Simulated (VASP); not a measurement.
# Rb8Mg4H15 (a cell with a defect) in VASP: further runs, part 2 of 2

VASP 6.6.1.

## Step 4: Single point, PBEsol

File INCAR:

```
PREC     = Accurate       # precision mode
ENCUT    = 520            # plane-wave cutoff, eV
EDIFF    = 1E-6           # SCF threshold, eV
ISMEAR   = -1             # smearing method
SIGMA    = 0.05           # smearing width, eV
LREAL    = Auto         
LASPH    = T              # aspherical terms in the spheres
NELM     = 60             # most SCF steps
ALGO     = Normal         # electronic algorithm
ISIF     = 2              # what is computed and relaxed
LWAVE    = F              # write WAVECAR
LCHARG   = F              # write CHGCAR
GGA      = PS             # functional
NBANDS   = 66             # bands
NELECT   = 96.0
```

File KPOINTS:

```
Automatic mesh
0
Gamma
  1 2 1
```

File POSCAR:

```
Rb8Mg4H15
1.0
    8.2671220000      0.0000000000      0.0000000000
    0.0000000000      6.3978410000      0.0000000000
    0.0000000000      0.0000000000     11.2369330000
Rb Mg H
8 4 15
Direct
    0.1559914079      0.2364547665      0.5833442275
    0.6838897503      0.2699191805      0.9093050568
    0.8499088316      0.7959091200      0.4592534280
    0.2986650010      0.6467650571      0.0719769353
    0.4451972524      0.2399559476      0.2620821892
    0.9972031379      0.2892225674      0.1780735010
    0.5118105188      0.7792316189      0.7690977600
    0.0361794588      0.7441103960      0.7534084256
    0.1855663918      0.2254510545      0.9140750417
    0.7060740122      0.3005388849      0.6052363220
    0.7535391397      0.7272609619      0.1185287836
    0.2412931610      0.7526757855      0.3622874676
    0.3656653428      0.4563101834      0.8780687755
    0.8194871202      0.1094119094      0.6935700337
    0.1362505597      0.5925905317      0.2498368549
    0.6752894175      0.3948988417      0.1431173435
    0.1036999333      1.0666879655      0.3417391560
    0.2791055944      0.0840439767      0.8097405226
    0.6755434358      0.5569691401      0.6458523869
    0.0322240315     -0.0115976624      0.9928687837
    0.5006820995      0.1686193827      0.6319339984
    1.0582521947      0.4204387074     -0.0362821421
    0.4478704923      0.6745400519      0.3046649829
    0.7507691310      0.3398490209      0.4535401252
    0.3250466124      0.1601477749      0.0452970575
    0.1496167590      0.7166167462      0.4896620813
    0.7141784045      0.7033779051      0.9413155707
```

Potentials or basis: VASP PAW PBE potentials, release 64 (Rb_sv, Mg, H).

Started as:

```console
$ cat potpaw_PBE.64/Rb_sv/POTCAR potpaw_PBE.64/Mg/POTCAR potpaw_PBE.64/H/POTCAR > POTCAR
$ mpirun -np 1 vasp_std > vasp.out
```

OUTCAR:

```text
PREC = Accurate
   ENCUT = 520
   EDIFF = 1E-6
   ISMEAR = -1
   LREAL = Auto
   LASPH = T
   NELM = 60
   ISIF = 2
   GGA = PS
   NELECT = 96.0

 ion  position               nearest neighbor table
   1  0.156  0.236  0.583-  18 2.91  21 2.93  17 2.96  14 3.15  26 3.25   9 3.73  10 3.75   8 3.82
                             8 3.90  12 4.03   3 4.04  12 4.19   5 4.33  10 4.57   3 4.60   7 4.64
   2  0.684  0.270  0.909-  16 2.75  27 2.81  14 2.86  13 2.91  22 3.30  10 3.43   7 3.79  11 3.80
                             7 3.89   6 3.98   9 4.13   9 4.16  11 4.23   4 4.39   5 4.43   8 4.56
   3  0.850  0.796  0.459-  26 2.55  19 2.97  17 3.02  24 3.03  14 3.32  12 3.43   8 3.66  10 3.76
                            10 3.81  11 3.94   1 4.04   7 4.47   1 4.60   6 4.63   6 4.69   5 4.92
   4  0.299  0.647  0.072-  15 2.43  13 2.56  22 2.74  23 2.90  25 3.14  20 3.23  25 3.31   9 3.36
                            12 3.37   5 3.58   6 3.59  11 3.83   7 3.93   9 4.21   8 4.23   2 4.39
   5  0.445  0.240  0.262-  16 2.53  25 2.68  23 2.82  17 3.16   4 3.58  12 3.72   6 3.84  12 3.86
                             1 4.33  11 4.34   2 4.43  10 4.44  11 4.46   9 4.46   4 4.52   6 4.67
   6  0.997  0.289  0.178-  15 2.40  17 2.49  22 2.60  16 2.77  20 2.85  25 3.20   9 3.38  11 3.52
                             4 3.59   5 3.84   2 3.98  12 4.14  11 4.18  12 4.49   3 4.63   5 4.67
   7  0.512  0.779  0.769-  19 2.40  27 2.60  13 2.69  18 2.78  21 2.93   2 3.79   2 3.89  10 3.92
                             4 3.93   8 3.94  10 4.13   9 4.25   8 4.34  11 4.42   3 4.47   1 4.64
   8  0.036  0.744  0.753-  14 3.02  18 3.03  20 3.11  26 3.11  22 3.15   3 3.66   9 3.78   1 3.82
                             1 3.90   7 3.94   9 3.97   4 4.23  10 4.27   7 4.34   2 4.56  12 4.71
   9  0.186  0.225  0.914-  18 1.67  22 1.72  25 1.92  13 2.14  20 2.17   4 3.36   6 3.38   1 3.73
                             8 3.78   8 3.97   2 4.13   2 4.16   4 4.21   7 4.25   5 4.46
  10  0.706  0.301  0.605-  19 1.72  24 1.76  14 1.83  21 1.92   2 3.43   1 3.75   3 3.76   3 3.81
                             7 3.92   7 4.13   8 4.27   5 4.44   1 4.57
  11  0.754  0.727  0.119-  27 2.02  16 2.24   6 3.52   2 3.80   4 3.83   3 3.94   6 4.18   2 4.23
                             5 4.34   7 4.42   5 4.46   4 4.57   8 4.72
  12  0.241  0.753  0.362-  26 1.64  15 1.84  23 1.89   4 3.37   3 3.43   5 3.72   5 3.86   1 4.03
                             6 4.14   1 4.19   6 4.49   8 4.71
  13  0.366  0.456  0.878-   9 2.14   4 2.56   7 2.69   2 2.91
  14  0.819  0.109  0.694-  10 1.83   2 2.86   8 3.02   1 3.15   3 3.32
  15  0.136  0.593  0.250-  12 1.84   6 2.40   4 2.43
  16  0.675  0.395  0.143-  11 2.24   5 2.53   2 2.75   6 2.77
  17  0.104  0.067  0.342-   6 2.49   1 2.96   3 3.02   5 3.16
[... 222 lines left out ...]

 E-fermi :   1.1464     XC(G=0):  -7.3380

 val. band max:        0.9626846901   @ k =   0.0000   0.0000   0.0000
 cond. band min:       1.3304654427   @ k =   0.0000   0.5000   0.0000
 fundamental gap:      0.3677807527
 Fermi energy:         1.1463845520

 k-point     1 :       0.0000    0.0000    0.0000
  band No.  band energies     occupation
      1     -28.3147      2.00000
      2     -28.2144      2.00000
      3     -27.5556      2.00000
      4     -27.1502      2.00000
      5     -27.1093      2.00000
      6     -27.0427      2.00000
[... 52 lines left out ...]
     59       3.5832      0.00000
     60       3.6139      0.00000

 k-point     2 :       0.0000    0.5000    0.0000
  band No.  band energies     occupation
      1     -28.3099      2.00000
      2     -28.2192      2.00000
      3     -27.5556      2.00000
      4     -27.1454      2.00000
      5     -27.1088      2.00000
      6     -27.0475      2.00000
[... 52 lines left out ...]
     59       3.5769      0.00000
     60       3.7635      0.00000
 [bands above 60 left out]

------------------------ aborting loop because EDIFF is reached ----------------------------------------

  FORCE on cell =-STRESS in cart. coord.  units (eV):
  Direction    XX          YY          ZZ          XY          YZ          ZX
  --------------------------------------------------------------------------------------
  -------------------------------------------------------------------------------------
  Total        4.4483921      4.0934361      9.8607956      0.6634941      1.9975857     -3.0755357
  in kB       11.9916257     11.0347630     26.5819574      1.7885952      5.3849345     -8.2907874
  external PRESSURE =      16.5361154 kB  Pullay stress =       0.0000000 kB

 VOLUME and BASIS-vectors are now :
 -----------------------------------------------------------------------------
  energy-cutoff  :      520.00
  volume of cell :      594.34
      direct lattice vectors                 reciprocal lattice vectors
     8.267122000  0.000000000  0.000000000     0.120961079  0.000000000  0.000000000
     0.000000000  6.397841000  0.000000000     0.000000000  0.156302728  0.000000000
     0.000000000  0.000000000 11.236933000     0.000000000  0.000000000  0.088992254

 POSITION                                       TOTAL-FORCE (eV/Angst)
 -----------------------------------------------------------------------------------
      1.28960      1.51280      6.55500         0.299689      0.046889     -0.262251
      5.65380      1.72690     10.21780        -0.133598     -0.146812      0.315957
      7.02630      5.09210      5.16060        -0.707172      0.075858     -0.610525
      2.46910      4.13790      0.80880         0.258048      0.768887     -0.372814
      3.68050      1.53520      2.94500         0.348233     -0.060969      0.188074
      8.24400      1.85040      2.00100        -0.699033     -0.689994     -0.010009
[... 19 lines left out ...]
      1.23690      4.58480      5.50230        -0.440925     -0.405254      1.963126
      5.90420      4.50010     10.57750         0.081829      0.042635      0.117433
 -----------------------------------------------------------------------------------
    total drift:                               -0.000691     -0.001740      0.000549

  FREE ENERGIE OF THE ION-ELECTRON SYSTEM (eV)
  ---------------------------------------------------
  free  energy   TOTEN  =       -63.5740107936 eV

  energy  without entropy=      -63.5623331477  energy(sigma->0) =      -63.56817197
```

stdout:

```text
POSCAR found type information on POSCAR RbMgH
 POSCAR found :  3 types and      27 ions
 scaLAPACK will be used
 -----------------------------------------------------------------------------
|                                                                             |
|                                                                             |
|     You enforced a specific xc type in the INCAR file but a different       |
|     I HOPE YOU KNOW WHAT YOU ARE DOING!                                     |
|                                                                             |
 -----------------------------------------------------------------------------

 LDA part: xc-table for (Slater+PW92), standard interpolation
 POSCAR, INCAR and KPOINTS ok, starting setup
 FFT: planning ... GRIDC
 FFT: planning ... GRID_SOFT
 FFT: planning ... GRID
 WAVECAR not read
 entering main loop
 the old and the new charge density differ
 old charge density:    95.00000 new   96.00000
    0.155E+01
```

Wall time 2.9 min (1 thread of Intel Xeon Platinum 8259CL at 2.50GHz (Skylake/Cascade Lake), shared host); peak memory 0.55 GiB.

What came out:

```yaml
Free_energy: -63.5740 eV
Largest_force: 2.052 eV/Å
```

Forces on the atoms (eV/Å):
```
Rb   0.300  0.047 -0.262
Rb  -0.134 -0.147  0.316
Rb  -0.707  0.076 -0.611
Rb   0.258  0.769 -0.373
Rb   0.348 -0.061  0.188
Rb  -0.699 -0.690 -0.010
Rb  -0.259  0.468  0.042
Rb  -0.187  0.050  0.890
Mg   0.505 -0.437  1.276
Mg  -1.023 -0.767 -0.237
Mg  -0.128 -0.132 -0.075
Mg   0.184  0.412 -1.653
H   -0.291  0.055 -0.425
H    0.579 -0.129 -0.049
H   -0.007  0.279  0.723
H    0.269  0.495 -0.321
H    0.906 -0.808  0.588
H    0.033 -0.934 -1.380
H    0.618  0.558  0.291
H    0.007  0.121 -0.504
H    0.157  0.026 -0.195
H   -0.671  0.771 -0.248
H   -0.158  0.466  0.284
H    0.455 -0.195 -0.454
H    0.005  0.068  0.119
H   -0.441 -0.405  1.963
H    0.082  0.043  0.117
```

Caveat: the k points lie up to 0.76 Å⁻¹ apart; the cell carries a net charge on a neutralising background, which shifts energy and pressure; the cell is charged against a uniform background, so pressure and absolute levels hang on convention; the PAW data sets were made with another functional, which shifts forces and pressure a little.
